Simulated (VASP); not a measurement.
A run of VASP 6.6.1:

Contents of INCAR:

```
ALGO     = Normal         # electronic algorithm
EDIFF    = 1E-6           # SCF threshold, eV
ENCUT    = 520            # plane-wave cutoff, eV
GGA      = PE             # functional
ISIF     = 2              # what is computed and relaxed
ISMEAR   = 0              # smearing method
LASPH    = T              # aspherical terms in the spheres
LCHARG   = F              # write CHGCAR
LREAL    = F              # projectors in reciprocal space
LWAVE    = F              # write WAVECAR
NBANDS   = 24             # bands
NELM     = 80             # most SCF steps
PREC     = Accurate       # precision mode
SIGMA    = 0.01           # smearing width, eV
```

Contents of KPOINTS:

```
k-points
0
Gamma
  6 6 4
```

POSCAR

```
KF
1.0
    3.6599347855      0.0000000000      0.0000000000
   -1.8299673927      3.1695965005      0.0000000000
    0.0000000000      0.0000000000      6.4788134942
K F
2 2
Direct
    0.0000000000      0.0000000000      0.0000000000
    0.0000000000      0.0000000000      0.5000000000
    0.3333333333      0.6666666667      0.2500000000
    0.6666666667      0.3333333333      0.7500000000
```

Potentials or basis: VASP PAW PBE potentials, release 64 (K_sv, F).

Launch:

```sh
$ cat potpaw_PBE.64/K_sv/POTCAR potpaw_PBE.64/F/POTCAR > POTCAR
$ mpirun -np 1 vasp_std > vasp.out
```

Hardware: 1 thread of AMD EPYC 7R13 Processor (Zen 3), on a shared host.

Problem. How long does it take, and how much memory?

Solution. Run time: 48 s on 1 thread of AMD EPYC 7R13 Processor (Zen 3), with other jobs on the host, peak memory 0.16 GiB. Counts: scf iterations 15, k points 21.
